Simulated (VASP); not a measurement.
A run of VASP 6.6.1:

INCAR

```
ALGO = Normal
EDIFF = 1E-6
ENCUT = 520
GGA = PS
ISIF = 2
ISMEAR = 1
IVDW = 12
LASPH = T
LCHARG = T
LELF = T
LREAL = F
LVHAR = T
LWAVE = F
NBANDS = 14
NELM = 80
PREC = Accurate
SIGMA = 0.1
```

Contents of KPOINTS:

```
k-points
0
Gamma
  10 10 10
```

File POSCAR:

```
HfN
1.0
    0.0000000000      2.4132068080      2.4132068080
    2.4132068080      0.0000000000      2.4132068080
    2.4132068080      2.4132068080      0.0000000000
Hf N
1 1
Direct
    0.0000000000      0.0000000000      0.0000000000
    0.7500000000      0.7500000000      0.7500000000
```

Potentials or basis: VASP PAW PBE potentials, release 64 (Hf_pv, N).

The run is started by

```sh
$ cat potpaw_PBE.64/Hf_pv/POTCAR potpaw_PBE.64/N/POTCAR > POTCAR
$ mpirun -np 1 vasp_std > vasp.out
```

Hardware: 1 thread of Intel(R) Xeon(R) 6975P-C (Granite Rapids) (shared host).

Task: How long does it take, and how much memory?

Result: Run time: 10 s on 1 thread of Intel(R) Xeon(R) 6975P-C (Granite Rapids) (shared host), peak memory 0.17 GiB. Counts: scf iterations 13, k points 47.
